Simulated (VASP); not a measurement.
# InP (Pmma) in VASP: relaxation of cell and atoms with PBE

Aim: the relaxation of cell and atoms of InP with PBE.

Everything below comes from runs of VASP 6.6.1. Logs are shortened: lines on timing, memory, paths and dates and some standing lists are left out, and cuts for length are marked.

### Step 1. The cell of the first run

The structure is orthorhombic, space group Pmma (No. 51). The conventional cell has a = 3.232 Å, b = 5.420 Å, c = 5.604 Å, α = 90.00°, β = 90.00°, γ = 90.00°. Within 3.7 Å of In (site symmetry mm2) lie 2 P at 2.81 Å and 6 In at 3.10 to 3.37 Å. Within 2.9 Å of P (site symmetry mm2) lie 2 P at 2.20 Å and 2 In at 2.81 Å.

### Step 2. Relaxation of cell and atoms, PBE

Contents of INCAR:

```
PREC = Accurate
ENCUT = 600
EDIFF = 1E-7
ISMEAR = 0
SIGMA = 0.1
LREAL = False
LASPH = True
NELM = 60
ALGO = Normal
ISIF = 3
LWAVE = False
LCHARG = False
GGA = PE
IBRION = 2
NSW = 100
EDIFFG = -0.01
```

Contents of KPOINTS:

```
Automatic mesh
0
Gamma
  14 8 8
```

Contents of POSCAR:

```
InP
1.0
    3.2321652308      0.0000000000      0.0000000000
    0.0000000000      5.4198997325      0.0000000000
    0.0000000000      0.0000000000      5.6041939851
In P
2 2
Direct
    0.2500000000      0.5000000000      0.2642122659
    0.7500000000      0.5000000000      0.7357877341
    0.7500000000      0.0000000000      0.8671745821
    0.2500000000      0.0000000000      0.1328254179
```

Potentials or basis: VASP PAW PBE potentials, release 64 (In_d, P).

Command:

```sh
$ cat potpaw_PBE.64/In_d/POTCAR potpaw_PBE.64/P/POTCAR > POTCAR
$ mpirun -np 1 vasp_std > vasp.out
```

OUTCAR:

```text
PREC = Accurate
   ENCUT = 600
   EDIFF = 1E-7
   ISMEAR = 0
   LREAL = False
   LASPH = True
   NELM = 60
   ISIF = 3
   GGA = PE
   IBRION = 2
   NSW = 100
   EDIFFG = -0.01

 ion  position               nearest neighbor table
   1  0.250  0.500  0.264-   4 2.81   4 2.81   2 3.10   2 3.10   2 3.37   2 3.37
   2  0.750  0.500  0.736-   3 2.81   3 2.81   1 3.10   1 3.10   1 3.37   1 3.37
   3  0.750  0.000  0.867-   4 2.20   4 2.20   2 2.81   2 2.81
   4  0.250  0.000  0.133-   3 2.20   3 2.20   1 2.81   1 2.81

  LATTYP: Found a simple orthorhombic cell.
 ALAT       =     3.2321652308
 B/A-ratio  =     1.6768634477
 C/A-ratio  =     1.7338822693

  Lattice vectors:

 A1 = (   3.2321652308,   0.0000000000,   0.0000000000)
 A2 = (   0.0000000000,   5.4198997325,   0.0000000000)
 A3 = (   0.0000000000,   0.0000000000,   5.6041939851)

Analysis of symmetry for initial positions (statically):
=====================================================================
 Subroutine PRICEL returns:
 Original cell was already a primitive cell.

 Routine SETGRP: Setting up the symmetry group for a
 simple orthorhombic supercell.

 Subroutine GETGRP returns: Found  8 space group operations
 (whereof  4 operations were pure point group operations)
 out of a pool of  8 trial point group operations.

The static configuration has the point symmetry C_2h.
 The point group associated with its full space group is D_2h.

Analysis of symmetry for dynamics (positions and initial velocities):
=====================================================================
 Subroutine PRICEL returns:
 Original cell was already a primitive cell.

 Routine SETGRP: Setting up the symmetry group for a
 simple orthorhombic supercell.

 Subroutine GETGRP returns: Found  8 space group operations
 (whereof  4 operations were pure point group operations)
 out of a pool of  8 trial point group operations.

The dynamic configuration has the point symmetry C_2h.
 The point group associated with its full space group is D_2h.

 Subroutine INISYM returns: Found  8 space group operations
 (whereof  4 operations are pure point group operations),
 and found     1 'primitive' translations

----------------------------------------------------------------------------------------

                                     Primitive cell

  volume of cell :      98.1743

  direct lattice vectors                    reciprocal lattice vectors
     3.232165231  0.000000000  0.000000000     0.309390124  0.000000000  0.000000000
     0.000000000  5.419899733  0.000000000     0.000000000  0.184505258  0.000000000
     0.000000000  0.000000000  5.604193985     0.000000000  0.000000000  0.178437792

  length of vectors
     3.232165231  5.419899733  5.604193985     0.309390124  0.184505258  0.178437792

  position of ions in fractional coordinates (direct lattice)
     0.250000000  0.500000000  0.264212266
     0.750000000  0.500000000  0.735787734
     0.750000000  0.000000000  0.867174582
     0.250000000  0.000000000  0.132825418

  ion indices of the primitive-cell ions
   primitive index   ion index
                 1           1
                 2           2
                 3           3
                 4           4

----------------------------------------------------------------------------------------

 KPOINTS: Automatic mesh

Automatic generation of k-mesh.
 Grid dimensions read from file:
 generate k-points for:   14    8    8

 Generating k-lattice:

  Cartesian coordinates                     Fractional coordinates (reciprocal lattice)
     0.022099295  0.000000000  0.000000000     0.071428571  0.000000000  0.000000000
     0.000000000  0.023063157  0.000000000     0.000000000  0.125000000  0.000000000
     0.000000000  0.000000000  0.022304724     0.000000000  0.000000000  0.125000000

  Length of vectors
     0.022099295  0.023063157  0.022304724

  Shift w.r.t. Gamma in fractional coordinates (k-lattice)
     0.000000000  0.000000000  0.000000000

 Subroutine IBZKPT returns following result:
 ===========================================

 Found    200 irreducible k-points:

 Following reciprocal coordinates:
            Coordinates               Weight
  0.000000  0.000000  0.000000      1.000000
  0.071429  0.000000  0.000000      2.000000
  0.142857  0.000000  0.000000      2.000000
  0.214286  0.000000  0.000000      2.000000
  0.285714  0.000000  0.000000      2.000000
  0.357143  0.000000  0.000000      2.000000
[... 16 lines left out ...]
  0.428571  0.250000  0.000000      4.000000
  0.500000  0.250000  0.000000      2.000000
 [... further k-points ...]
   k-points           NKPTS =    200   k-points in BZ     NKDIM =    200   number of bands    NBANDS=     22
   number of dos      NEDOS =    301   number of ions     NIONS =      4
   total plane-waves  NPLWV =  64512
   dimension x,y,z NGX =    28 NGY =   48 NGZ =   48
   dimension x,y,z NGXF=    56 NGYF=   96 NGZF=   96
   ions per type =               2   2
   NGX,Y,Z   is equivalent  to a cutoff of  14.40, 14.72, 14.24 a.u.
   NGXF,Y,Z  is equivalent  to a cutoff of  28.80, 29.45, 28.48 a.u.
 SYSTEM =  unknown system
   PREC   = accura    normal or accurate (medium, high low for compatibility)
   ISTART =      0    job   : 0-new  1-cont  2-samecut
   ICHARG =      2    charge: 1-file 2-atom 10-const
   ISPIN  =      1    spin polarized calculation?
   LNONCOLLINEAR =      F non collinear calculations
   LSORBIT =      F    spin-orbit coupling
   LASPH  =      T    aspherical Exc in radial PAW
   ENCUT  =  600.0 eV  44.10 Ry    6.64 a.u.   6.46 10.82 11.19*2*pi/ulx,y,z
   NELM   =     60;   NELMIN=  2; NELMDL= -5     # of ELM steps
   EDIFF  = 0.1E-06   stopping-criterion for ELM
   LREAL  =      F    real-space projection
   EDIFFG = -.1E-01   stopping-criterion for IOM
   NSW    =    100    number of steps for IOM
   IBRION =      2    ionic relax: 0-MD 1-quasi-New 2-CG
   NFREE  =      1    steps in history (QN), initial steepest desc. (CG)
   ISIF   =      3    stress and relaxation
   ISYM   =      2    0-nonsym 1-usesym 2-fastsym
   POTIM  = 0.5000    time-step for ionic-motion
   TEBEG  =    0.0;   TEEND  =   0.0 temperature during run
   PSTRESS=    0.0 pullay stress
   NELECT =      36.0000    total number of electrons
   NUPDOWN=      -1.0000    fix difference up-down
   EMIN   =  10.00;   EMAX   =-10.00  energy-range for DOS
   EFERMI =   0.00;   METHOD = LEGACY
   ISMEAR =     0;   SIGMA  =   0.10  broadening in eV -4-tet -1-fermi 0-gaus
   EFERMI_NEDOS =   21; number of points for ismear=-14 and -15
   IALGO  =     38    algorithm
   IMIX   =      4    mixing-type and parameters
     AMIX     =   0.40;   BMIX     =  1.00
     AMIX_MAG =   1.60;   BMIX_MAG =  1.00
  volume/ion in A,a.u.               =      24.54       165.63
  Fermi-wavevector in a.u.,A,eV,Ry     =   1.171772  2.214327 18.681465  1.373049
  Thomas-Fermi vector in A             =   2.308210
   LORBIT       =      0    0 simple, 1 ext, 2 COOP (PROOUT), +10 PAW based schemes
   GGA     = PE    functional components
   LHFCALC =     F    Hartree Fock is set to
   AEXX    =    0.0000 exact exchange contribution
   IVDW    =     0    specifies the selected vdW correction
   LEPSILON=     F    determine dielectric tensor
   LRPA    =     F    only Hartree local field effects (RPA)
 conjugate gradient relaxation of ions
 non-spin polarized calculation
 Gauss-broadening in eV      SIGMA  =   0.10
  energy-cutoff  :      600.00
  volume of cell :       98.17
 maximum number of plane-waves:      3310
 NGX is ok and might be reduce to    28
   NGX = 13   NGY = 21   NGZ = 23

--------------------------------------- Ionic step        1  -------------------------------------------

 number of electron      35.9999996 magnetization

 Free energy of the ion-electron system (eV)
  ---------------------------------------------------
  ext. energy  EPLUGINS =         0.00000000
  ---------------------------------------------------
  free energy    TOTEN  =       -16.01572395 eV

  energy without entropy =      -16.00876946  energy(sigma->0) =      -16.01224670

------------------------ aborting loop because EDIFF is reached ----------------------------------------

  FORCE on cell =-STRESS in cart. coord.  units (eV):
  Direction    XX          YY          ZZ          XY          YZ          ZX
  --------------------------------------------------------------------------------------
  -------------------------------------------------------------------------------------
  Total       -0.0325518      0.3999286     -0.2288594      0.0000000      0.0000000      0.0000000
  in kB       -0.5312360      6.5267208     -3.7349204      0.0000000      0.0000000      0.0000000
  external PRESSURE =       0.7535215 kB  Pullay stress =       0.0000000 kB
[... 95 lines left out ...]
  FREE ENERGIE OF THE ION-ELECTRON SYSTEM (eV)
  ---------------------------------------------------
  free  energy   TOTEN  =       -16.0187438702 eV

  energy  without entropy=      -16.0115530728  energy(sigma->0) =      -16.01514847

[... ionic steps 4 to 10 ...]

--------------------------------------- Ionic step       11  -------------------------------------------

 number of electron      35.9999995 magnetization

------------------------ aborting loop because EDIFF is reached ----------------------------------------

  FORCE on cell =-STRESS in cart. coord.  units (eV):
  Direction    XX          YY          ZZ          XY          YZ          ZX
  --------------------------------------------------------------------------------------
  -------------------------------------------------------------------------------------
  Total        0.0395008      0.0476081      0.0442790      0.0000000      0.0000000      0.0000000
  in kB        0.6485894      0.7817095      0.7270459      0.0000000      0.0000000      0.0000000
  external PRESSURE =       0.7191149 kB  Pullay stress =       0.0000000 kB
[... 61 lines left out ...]
  energy  without entropy=      -16.0196283069  energy(sigma->0) =      -16.02267750

--------------------------------------- Ionic step       13  -------------------------------------------

 number of electron      35.9999995 magnetization

 Free energy of the ion-electron system (eV)
  ---------------------------------------------------
  ext. energy  EPLUGINS =         0.00000000
  ---------------------------------------------------
  free energy    TOTEN  =       -16.02576251 eV

  energy without entropy =      -16.01967670  energy(sigma->0) =      -16.02271960

 E-fermi :   6.0595     XC(G=0):  -9.5858

 val. band max:        6.0547297888   @ k =   0.5000   0.0000   0.2500
 cond. band min:       6.0657447952   @ k =   0.2857   0.5000   0.2500
 fundamental gap:      0.0110150064
 Fermi energy:         6.0594598040

 k-point     1 :       0.0000    0.0000    0.0000
  band No.  band energies     occupation
      1      -8.7631      2.00000
      2      -8.7258      2.00000
      3      -8.5700      2.00000
      4      -8.5378      2.00000
      5      -8.5086      2.00000
      6      -8.3416      2.00000
[... 574 lines left out ...]
      6      -8.4195      2.00000
[... 14 lines left out ...]
     21       7.9343      0.00000
     22       7.9343      0.00000

 [... further k-points ...]

------------------------ aborting loop because EDIFF is reached ----------------------------------------

  FORCE on cell =-STRESS in cart. coord.  units (eV):
  Direction    XX          YY          ZZ          XY          YZ          ZX
  --------------------------------------------------------------------------------------
  -------------------------------------------------------------------------------------
  Total        0.0034946     -0.0039390      0.0003988      0.0000000      0.0000000      0.0000000
  in kB        0.0573255     -0.0646166      0.0065416      0.0000000      0.0000000      0.0000000
  external PRESSURE =      -0.0002498 kB  Pullay stress =       0.0000000 kB
[... 19 lines left out ...]
  FREE ENERGIE OF THE ION-ELECTRON SYSTEM (eV)
  ---------------------------------------------------
  free  energy   TOTEN  =       -16.0257625058 eV

  energy  without entropy=      -16.0196766961  energy(sigma->0) =      -16.02271960

 reached required accuracy - stopping structural energy minimisation
```

Run time: 44 min. Hardware: 1 thread of Intel Xeon Platinum 8488C (Sapphire Rapids), shared host; peak memory 0.61 GiB.

Results:

```yaml
Free_energy: -16.0258 eV
Relaxed_volume: 24.42 Å³/atom
Relaxed_cell: a = 3.237 Å, b = 5.509 Å, c = 5.476 Å, α = 90.00°, β = 90.00°, γ = 90.00°
Space_group_after_relaxing_to_0.1_Å: Pmma (No. 51)
Energy_gained_by_relaxing: 2.5 meV/atom
Ionic_steps: 13
Pressure_after_relaxing: 0.0 GPa
Largest_force_after_relaxing: 0.005 eV/Å
Band_gap_on_the_k_mesh: zero (bands 18 and 19 overlap by 2.44 eV)
```

Forces in eV/Å, atoms in the order of the input:
```
In   0.000  0.000 -0.005
In   0.000  0.000  0.005
P    0.000  0.000 -0.004
P    0.000  0.000  0.004
```

Step by step:
| step | energy change (eV) | largest force (eV/Å) | pressure (GPa) | volume (Å³) |
| --- | --- | --- | --- | --- |
| 1 | 0.0000 | 0.1047 | 0.08 | 98.17 |
| 2 | -0.0027 | 0.1126 | 0.13 | 98.34 |
| 3 | -0.0030 | 0.1603 | 0.16 | 98.41 |
| 4 | -0.0049 | 0.1091 | -0.04 | 98.70 |
| 5 | -0.0063 | 0.0463 | -0.53 | 99.42 |
| 6 | -0.0064 | 0.0593 | -0.41 | 99.24 |
| 7 | -0.0082 | 0.0237 | -0.26 | 98.80 |
| 8 | -0.0090 | 0.0393 | -0.05 | 98.26 |
| 9 | -0.0094 | 0.0296 | -0.05 | 98.10 |
| 10 | -0.0098 | 0.0332 | -0.05 | 97.81 |
| 11 | -0.0100 | 0.0287 | 0.07 | 97.58 |
| 12 | -0.0100 | 0.0176 | 0.05 | 97.62 |
| 13 | -0.0100 | 0.0047 | 0.00 | 97.67 |

Final structure:
```xyz
4
Lattice="3.2372 0.0000 0.0000 0.0000 5.5094 0.0000 0.0000 0.0000 5.4762" Properties=species:S:1:pos:R:3 pbc="T T T"
In    0.8093    2.7547    1.4098
In    2.4279    2.7547    4.0664
P     2.4279    5.5094    4.7355
P     0.8093    5.5094    0.7407
```

Caveat: spin-orbit coupling is left out, which moves the levels of the heavy elements.
